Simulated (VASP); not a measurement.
**NbN: relaxation of the atoms with PBE**

The system is NbN.

```xyz
2
Lattice="0.0000 2.2234 2.2234 2.2234 0.0000 2.2234 2.2234 2.2234 0.0000" Properties=species:S:1:pos:R:3 pbc="T T T"
Nb    2.2234    2.2234    2.2234
N     0.0000    0.0000    0.0000
```

```json
{
 "Program": "VASP 6.6.1",
 "Task": "relaxation of the atoms",
 "Functional": "PBE",
 "Potentials or basis": "VASP PAW PBE potentials, release 64 (Nb_sv, N)",
 "Cutoff": "520 eV",
 "k mesh": "18 × 18 × 18",
 "Occupations": "fermi-dirac, width 0.05 eV",
 "Spin": "collinear spin",
 "Starting moments": "[2.0, 0.0] μB",
 "Dipole correction": "no",
 "Further INCAR settings": "ALGO = Normal; EDIFF = 1e-07; IBRION = 2; EDIFFG = -0.02; NSW = 80"
}
```

- Pressure after relaxing: -5.6 GPa
- Band gap on the k mesh: zero (filled and empty bands overlap)
- Net moment: 0.00 μB per cell
- Valence electrons inside the program's atomic spheres: Nb 10.59; N 3.73

Final structure:
```
Nb N
1.0
     0.00000    2.22338    2.22338
     2.22338    0.00000    2.22338
     2.22338    2.22338    0.00000
Nb N
1 1
Direct
  0.50000 0.50000 0.50000
  0.00000 0.00000 0.00000
```

Levels at points of the mesh, in eV from the Fermi level:
Spin up:
```tsv
k point	band 6	band 7	band 8	band 9	band 10	band 11	band 12	band 13
(0.00, 0.00, 0.00)	-3.24	-3.24	-3.24	-1.92	-1.92	-1.92	-0.15	-0.15
(0.50, 0.00, 0.00)	-8.88	-6.82	-6.82	1.38	1.38	1.87	4.42	6.45
(0.50, 0.50, 0.00)	-5.69	-4.82	-3.93	-3.93	1.50	2.62	2.62	3.72
```
Spin down:
```
           k point  band 5  band 6  band 7  band 8  band 9  band 10  band 11  band 12  band 13  band 14
(0.00, 0.00, 0.00)  -17.39   -3.24   -3.24   -3.24   -1.92    -1.92    -1.92    -0.15    -0.15     2.90
(0.50, 0.00, 0.00)  -15.02   -8.88   -6.82   -6.82    1.38     1.38     1.87     4.42     6.45     6.45
(0.50, 0.50, 0.00)  -16.66   -5.69   -4.82   -3.93   -3.93     1.50     2.62     2.62     3.72     9.22
```

It took 58 s on 4 MPI ranks on Oxide Virtual Turin-like Processor, on a shared host, peak memory 0.19 GiB a rank.

Caveat: the relaxation stopped at its first step, so nothing moved.
